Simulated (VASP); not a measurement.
A run of VASP 6.6.1 is set up as follows.

The input INCAR:

```
PREC = Accurate ; ENCUT = 500
EDIFF = 1E-6 ; ISMEAR = -1
SIGMA = 0.05 ; LREAL = F
LASPH = T ; NELM = 120
ALGO = Normal ; ISIF = 2
LWAVE = F ; LCHARG = F
GGA = PE ; NBANDS = 12
GGA_COMPAT = F
```

File KPOINTS:

```
regular mesh
0
Gamma
  10 10 10
```

Contents of POSCAR:

```
Au
1.0
    0.0000000000      2.0814165628      2.0814165628
    2.0814165628      0.0000000000      2.0814165628
    2.0814165628      2.0814165628      0.0000000000
Au
1
Direct
    0.0000000000      0.0000000000      0.0000000000
```

Potentials or basis: VASP PAW PBE potentials, release 64 (Au).

Launch:

```sh
$ cat potpaw_PBE.64/Au/POTCAR > POTCAR
$ mpirun -np 1 vasp_std > vasp.out
```

What does it give for the pressure?

-0.2 GPa.
